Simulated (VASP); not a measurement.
# Na27SCl26 (a cell with a defect) in VASP: single point with PBE

Aim: the single point of Na27SCl26 (a cell with a defect) with PBE.

Program: VASP 6.6.1. These are calculated values, not measurements. Logs are shortened: lines on timing, memory, paths and dates and some standing lists are left out, and cuts for length are marked.

**1. The cell of the first run**

The cell holds a defect, 54 atoms: a = 8.580 Å, b = 8.580 Å, c = 8.580 Å, α = 90.00°, β = 90.00°, γ = 90.00°.

**2. Single point, PBE**

INCAR

```
PREC     = Accurate       # precision mode
ENCUT    = 400            # plane-wave cutoff, eV
EDIFF    = 1E-6           # SCF threshold, eV
ISMEAR   = -1             # smearing method
SIGMA    = 0.01           # smearing width, eV
LREAL    = Auto         
LASPH    = True           # aspherical terms in the spheres
NELM     = 120            # most SCF steps
ALGO     = Normal         # electronic algorithm
ISIF     = 2              # what is computed and relaxed
LWAVE    = False          # write WAVECAR
LCHARG   = False          # write CHGCAR
GGA      = PE             # functional
NELECT   = 378.0        
NBANDS   = 222            # bands
GGA_COMPAT= False
```

KPOINTS

```
Automatic mesh
0
Gamma
  2 2 2
```

POSCAR

```
Na27SCl26
1.0
    8.5800000000      0.0000000000      0.0000000000
    0.0000000000      8.5800000000      0.0000000000
    0.0000000000      0.0000000000      8.5800000000
Na S Cl
27 1 26
Direct
    0.0024818832      0.0024818832      0.0024818832
    0.0024818832      0.0024818832      0.3308514501
    0.0003787393      0.0003787393      0.6666666667
    0.0024818832      0.3308514501      0.0024818832
    0.0024818832      0.3308514501      0.3308514501
    0.0003787393      0.3329545940      0.6666666667
    0.0003787393      0.6666666667      0.0003787393
    0.0003787393      0.6666666667      0.3329545940
    0.0006730420      0.6666666667      0.6666666667
    0.3308514501      0.0024818832      0.0024818832
    0.3308514501      0.0024818832      0.3308514501
    0.3329545940      0.0003787393      0.6666666667
    0.3308514501      0.3308514501      0.0024818832
    0.3308514501      0.3308514501      0.3308514501
    0.3329545940      0.3329545940      0.6666666667
    0.3329545940      0.6666666667      0.0003787393
    0.3329545940      0.6666666667      0.3329545940
    0.3326602913      0.6666666667      0.6666666667
    0.6666666667      0.0003787393      0.0003787393
    0.6666666667      0.0003787393      0.3329545940
    0.6666666667      0.0006730420      0.6666666667
    0.6666666667      0.3329545940      0.0003787393
    0.6666666667      0.3329545940      0.3329545940
    0.6666666667      0.3326602913      0.6666666667
    0.6666666667      0.6666666667      0.0006730420
    0.6666666667      0.6666666667      0.3326602913
    0.6666666667      0.6666666667      0.6666666667
    0.1666666667      0.1666666667      0.1666666667
    0.1666666667      0.1666666667      0.5043376433
    0.1666666667      0.1666666667      0.8289956901
    0.1666666667      0.5043376433      0.1666666667
    0.1666666667      0.4997681941      0.4997681941
    0.1666666667      0.4997681941      0.8335651392
    0.1666666667      0.8289956901      0.1666666667
    0.1666666667      0.8335651392      0.4997681941
    0.1666666667      0.8335651392      0.8335651392
    0.5043376433      0.1666666667      0.1666666667
    0.4997681941      0.1666666667      0.4997681941
    0.4997681941      0.1666666667      0.8335651392
    0.4997681941      0.4997681941      0.1666666667
    0.4997243735      0.4997243735      0.4997243735
    0.4997243735      0.4997243735      0.8336089598
    0.4997681941      0.8335651392      0.1666666667
    0.4997243735      0.8336089598      0.4997243735
    0.4997243735      0.8336089598      0.8336089598
    0.8289956901      0.1666666667      0.1666666667
    0.8335651392      0.1666666667      0.4997681941
    0.8335651392      0.1666666667      0.8335651392
    0.8335651392      0.4997681941      0.1666666667
    0.8336089598      0.4997243735      0.4997243735
    0.8336089598      0.4997243735      0.8336089598
    0.8335651392      0.8335651392      0.1666666667
    0.8336089598      0.8336089598      0.4997243735
    0.8336089598      0.8336089598      0.8336089598
```

Potentials or basis: VASP PAW PBE potentials, release 64 (Na_pv, S, Cl).

On the command line:

```bash
> cat potpaw_PBE.64/Na_pv/POTCAR potpaw_PBE.64/S/POTCAR potpaw_PBE.64/Cl/POTCAR > POTCAR
> mpirun -np 1 vasp_std > vasp.out
```

OUTCAR:

```text
PREC = Accurate
   ENCUT = 400
   EDIFF = 1E-6
   ISMEAR = -1
   LREAL = Auto
   LASPH = True
   NELM = 120
   ISIF = 2
   GGA = PE
   NELECT = 378.0

 ion  position               nearest neighbor table
   1  0.002  0.002  0.002-  28 2.44  30 2.49  34 2.49  46 2.49  36 2.49  48 2.49  52 2.49  54 2.51

   2  0.002  0.002  0.331-  28 2.44  34 2.49  46 2.49  29 2.49  52 2.49  47 2.49  35 2.49  53 2.51

   3  0.000  0.000  0.667-  30 2.45  29 2.45  36 2.48  48 2.48  47 2.48  35 2.48  54 2.48  53 2.48

   4  0.002  0.331  0.002-  28 2.44  30 2.49  46 2.49  31 2.49  48 2.49  33 2.49  49 2.49  51 2.51

   5  0.002  0.331  0.331-  28 2.44  46 2.49  31 2.49  29 2.49  47 2.49  49 2.49  32 2.49  50 2.51

   6  0.000  0.333  0.667-  30 2.45  29 2.45  48 2.48  33 2.48  47 2.48  32 2.48  51 2.48  50 2.48
[... 91 lines left out ...]
  52  0.834  0.834  0.167-  26 2.48  25 2.48   8 2.48  20 2.48  19 2.48   7 2.48   2 2.49   1 2.49

  53  0.834  0.834  0.500-   8 2.48  20 2.48   3 2.48  27 2.48  26 2.48   9 2.48  21 2.48   2 2.51

  54  0.834  0.834  0.834-   3 2.48   7 2.48  19 2.48  27 2.48  21 2.48  25 2.48   9 2.48   1 2.51

  LATTYP: Found a simple cubic cell.
 ALAT       =     8.5800000000

  Lattice vectors:

 A1 = (   8.5800000000,   0.0000000000,   0.0000000000)
 A2 = (   0.0000000000,   8.5800000000,   0.0000000000)
 A3 = (   0.0000000000,   0.0000000000,   8.5800000000)

Analysis of symmetry for initial positions (statically):
=====================================================================
 Subroutine PRICEL returns:
 Original cell was already a primitive cell.

 Routine SETGRP: Setting up the symmetry group for a
 simple cubic supercell.

 Subroutine GETGRP returns: Found 48 space group operations
 (whereof  6 operations were pure point group operations)
 out of a pool of 48 trial point group operations.

The static configuration has the point symmetry C_3v.
 The point group associated with its full space group is O_h .

Analysis of symmetry for dynamics (positions and initial velocities):
=====================================================================
 Subroutine PRICEL returns:
 Original cell was already a primitive cell.

 Routine SETGRP: Setting up the symmetry group for a
 simple cubic supercell.

 Subroutine GETGRP returns: Found 48 space group operations
 (whereof  6 operations were pure point group operations)
 out of a pool of 48 trial point group operations.

The dynamic configuration has the point symmetry C_3v.
 The point group associated with its full space group is O_h .

 Subroutine INISYM returns: Found 48 space group operations
 (whereof  6 operations are pure point group operations),
 and found     1 'primitive' translations

----------------------------------------------------------------------------------------

                                     Primitive cell

  volume of cell :     631.6287

  direct lattice vectors                    reciprocal lattice vectors
     8.580000000  0.000000000  0.000000000     0.116550117  0.000000000  0.000000000
     0.000000000  8.580000000  0.000000000     0.000000000  0.116550117  0.000000000
     0.000000000  0.000000000  8.580000000     0.000000000  0.000000000  0.116550117

  length of vectors
     8.580000000  8.580000000  8.580000000     0.116550117  0.116550117  0.116550117

  position of ions in fractional coordinates (direct lattice)
     0.002481883  0.002481883  0.002481883
     0.002481883  0.002481883  0.330851450
     0.000378739  0.000378739  0.666666667
     0.002481883  0.330851450  0.002481883
     0.002481883  0.330851450  0.330851450
     0.000378739  0.332954594  0.666666667
[... 46 lines left out ...]
     0.833608960  0.833608960  0.499724374
     0.833608960  0.833608960  0.833608960

  ion indices of the primitive-cell ions
   primitive index   ion index
                 1           1
                 2           2
                 3           3
                 4           4
                 5           5
                 6           6
[... 46 lines left out ...]
                53          53
                54          54

----------------------------------------------------------------------------------------

 KPOINTS: Automatic mesh

Automatic generation of k-mesh.
 Grid dimensions read from file:
 generate k-points for:    2    2    2

 Generating k-lattice:

  Cartesian coordinates                     Fractional coordinates (reciprocal lattice)
     0.058275058  0.000000000  0.000000000     0.500000000  0.000000000  0.000000000
     0.000000000  0.058275058  0.000000000     0.000000000  0.500000000  0.000000000
     0.000000000  0.000000000  0.058275058     0.000000000  0.000000000  0.500000000

  Length of vectors
     0.058275058  0.058275058  0.058275058

  Shift w.r.t. Gamma in fractional coordinates (k-lattice)
     0.000000000  0.000000000  0.000000000

 Subroutine IBZKPT returns following result:
 ===========================================

 Found      4 irreducible k-points:

 Following reciprocal coordinates:
            Coordinates               Weight
  0.000000  0.000000  0.000000      1.000000
  0.500000  0.000000  0.000000      3.000000
  0.500000  0.500000  0.000000      3.000000
  0.500000  0.500000  0.500000      1.000000
   k-points           NKPTS =      4   k-points in BZ     NKDIM =      4   number of bands    NBANDS=    222
   number of dos      NEDOS =    301   number of ions     NIONS =     54
   total plane-waves  NPLWV = 175616
   dimension x,y,z NGX =    56 NGY =   56 NGZ =   56
   dimension x,y,z NGXF=   112 NGYF=  112 NGZF=  112
   ions per type =              27   1  26
   NGX,Y,Z   is equivalent  to a cutoff of  10.85, 10.85, 10.85 a.u.
   NGXF,Y,Z  is equivalent  to a cutoff of  21.70, 21.70, 21.70 a.u.
 SYSTEM =  unknown system
   PREC   = accura    normal or accurate (medium, high low for compatibility)
   ISTART =      0    job   : 0-new  1-cont  2-samecut
   ICHARG =      2    charge: 1-file 2-atom 10-const
   ISPIN  =      1    spin polarized calculation?
   LNONCOLLINEAR =      F non collinear calculations
   LSORBIT =      F    spin-orbit coupling
   LASPH  =      T    aspherical Exc in radial PAW
   ENCUT  =  400.0 eV  29.40 Ry    5.42 a.u.  13.99 13.99 13.99*2*pi/ulx,y,z
   NELM   =    120;   NELMIN=  2; NELMDL= -5     # of ELM steps
   EDIFF  = 0.1E-05   stopping-criterion for ELM
   LREAL  =      T    real-space projection
   EDIFFG = 0.1E-04   stopping-criterion for IOM
   NSW    =      0    number of steps for IOM
   IBRION =     -1    ionic relax: 0-MD 1-quasi-New 2-CG
   NFREE  =      0    steps in history (QN), initial steepest desc. (CG)
   ISIF   =      2    stress and relaxation
   ISYM   =      2    0-nonsym 1-usesym 2-fastsym
   POTIM  = 0.5000    time-step for ionic-motion
   TEBEG  =    0.0;   TEEND  =   0.0 temperature during run
   PSTRESS=    0.0 pullay stress
   NELECT =     378.0000    total number of electrons
   NUPDOWN=      -1.0000    fix difference up-down
   EMIN   =  10.00;   EMAX   =-10.00  energy-range for DOS
   EFERMI =   0.00;   METHOD = LEGACY
   ISMEAR =    -1;   SIGMA  =   0.01  broadening in eV -4-tet -1-fermi 0-gaus
   EFERMI_NEDOS =   21; number of points for ismear=-14 and -15
   IALGO  =     38    algorithm
   IMIX   =      4    mixing-type and parameters
     AMIX     =   0.40;   BMIX     =  1.00
     AMIX_MAG =   1.60;   BMIX_MAG =  1.00
  volume/ion in A,a.u.               =      11.70        78.93
  Fermi-wavevector in a.u.,A,eV,Ry     =   1.379595  2.607056 25.895713  1.903281
  Thomas-Fermi vector in A             =   2.504550
   LORBIT       =      0    0 simple, 1 ext, 2 COOP (PROOUT), +10 PAW based schemes
   GGA     = PE    functional components
   LHFCALC =     F    Hartree Fock is set to
   AEXX    =    0.0000 exact exchange contribution
   IVDW    =     0    specifies the selected vdW correction
   LEPSILON=     F    determine dielectric tensor
   LRPA    =     F    only Hartree local field effects (RPA)
 non-spin polarized calculation
  energy-cutoff  :      400.00
  volume of cell :      631.63
 maximum number of plane-waves:     11536
 NGX is ok and might be reduce to    56
   NGX = 27   NGY = 27   NGZ = 27

 number of electron     378.0000061 magnetization

 Free energy of the ion-electron system (eV)
  ---------------------------------------------------
  ext. energy  EPLUGINS =         0.00000000
  ---------------------------------------------------
  free energy    TOTEN  =      -104.19413696 eV

  energy without entropy =     -104.19413696  energy(sigma->0) =     -104.19413696

 E-fermi :   8.9894     XC(G=0): -11.3924

 val. band max:        8.6947517399   @ k =   0.5000   0.5000   0.0000
 cond. band min:      11.1459974343   @ k =   0.5000   0.5000   0.0000
 fundamental gap:      2.4512456943
 Fermi energy:         8.9893628751

 k-point     1 :       0.0000    0.0000    0.0000
  band No.  band energies     occupation
      1     -16.5041      2.00000
      2     -16.5041      2.00000
      3     -16.5041      2.00000
      4     -16.4578      2.00000
      5     -16.4292      2.00000
      6     -16.4292      2.00000
[... 805 lines left out ...]
    200      15.5990      0.00000
    201      15.6554      0.00000
 [bands above 201 left out]

------------------------ aborting loop because EDIFF is reached ----------------------------------------

  FORCE on cell =-STRESS in cart. coord.  units (eV):
  Direction    XX          YY          ZZ          XY          YZ          ZX
  --------------------------------------------------------------------------------------
  -------------------------------------------------------------------------------------
  Total      270.6661439    270.6661439    270.6661439     -0.0000000     -0.0000000     -0.0000000
  in kB      686.5665722    686.5665722    686.5665722     -0.0000000     -0.0000000     -0.0000000
  external PRESSURE =     686.5665722 kB  Pullay stress =       0.0000000 kB

 VOLUME and BASIS-vectors are now :
 -----------------------------------------------------------------------------
  energy-cutoff  :      400.00
  volume of cell :      631.63
      direct lattice vectors                 reciprocal lattice vectors
     8.580000000  0.000000000  0.000000000     0.116550117  0.000000000  0.000000000
     0.000000000  8.580000000  0.000000000     0.000000000  0.116550117  0.000000000
     0.000000000  0.000000000  8.580000000     0.000000000  0.000000000  0.116550117

 POSITION                                       TOTAL-FORCE (eV/Angst)
 -----------------------------------------------------------------------------------
      0.02129      0.02129      0.02129        -0.003096     -0.003096     -0.003096
      0.02129      0.02129      2.83871        -0.003096     -0.003096      0.003096
      0.00325      0.00325      5.72000        -0.011756     -0.011756      0.000000
      0.02129      2.83871      0.02129        -0.003096      0.003096     -0.003096
      0.02129      2.83871      2.83871        -0.003096      0.003096      0.003096
      0.00325      2.85675      5.72000        -0.011756      0.011756      0.000000
[... 46 lines left out ...]
      7.15236      7.15236      4.28764        -0.002851     -0.002851      0.002851
      7.15236      7.15236      7.15236        -0.002851     -0.002851     -0.002851
 -----------------------------------------------------------------------------------
    total drift:                                0.000177      0.000177      0.000319

  FREE ENERGIE OF THE ION-ELECTRON SYSTEM (eV)
  ---------------------------------------------------
  free  energy   TOTEN  =      -104.1941369625 eV

  energy  without entropy=     -104.1941369625  energy(sigma->0) =     -104.19413696
```

It took 19 min on 1 thread of Intel Xeon 8259CL, shared host; peak memory 0.58 GiB.

What came out:

| Quantity | Value |
| --- | --- |
| Free energy | -104.1941 eV |
| Largest force | 0.017 eV/Å |

Forces in eV/Å, atoms in the order of the input:
```
Na  -0.003 -0.003 -0.003
Na  -0.003 -0.003  0.003
Na  -0.012 -0.012  0.000
Na  -0.003  0.003 -0.003
Na  -0.003  0.003  0.003
Na  -0.012  0.012  0.000
Na  -0.012  0.000 -0.012
Na  -0.012  0.000  0.012
Na   0.000  0.000  0.000
Na   0.003 -0.003 -0.003
Na   0.003 -0.003  0.003
Na   0.012 -0.012  0.000
Na   0.003  0.003 -0.003
Na   0.003  0.003  0.003
Na   0.012  0.012  0.000
Na   0.012  0.000 -0.012
Na   0.012  0.000  0.012
Na   0.000  0.000  0.000
Na   0.000 -0.012 -0.012
Na   0.000 -0.012  0.012
Na   0.000  0.000  0.000
Na   0.000  0.012 -0.012
Na   0.000  0.012  0.012
Na   0.000  0.000  0.000
Na   0.000  0.000  0.000
Na   0.000  0.000  0.000
Na   0.000  0.000  0.000
S    0.000  0.000  0.000
Cl   0.000  0.000 -0.012
Cl   0.000  0.000  0.012
Cl   0.000 -0.012  0.000
Cl   0.000  0.006  0.006
Cl   0.000  0.006 -0.006
Cl   0.000  0.012  0.000
Cl   0.000 -0.006  0.006
Cl   0.000 -0.006 -0.006
Cl  -0.012  0.000  0.000
Cl   0.006  0.000  0.006
Cl   0.006  0.000 -0.006
Cl   0.006  0.006  0.000
Cl   0.003  0.003  0.003
Cl   0.003  0.003 -0.003
Cl   0.006 -0.006  0.000
Cl   0.003 -0.003  0.003
Cl   0.003 -0.003 -0.003
Cl   0.012  0.000  0.000
Cl  -0.006  0.000  0.006
Cl  -0.006  0.000 -0.006
Cl  -0.006  0.006  0.000
Cl  -0.003  0.003  0.003
Cl  -0.003  0.003 -0.003
Cl  -0.006 -0.006  0.000
Cl  -0.003 -0.003  0.003
Cl  -0.003 -0.003 -0.003
```

Caveat: the cell carries a net charge on a neutralising background, which shifts energy and pressure; the cell is charged against a uniform background, so pressure and absolute levels hang on convention.
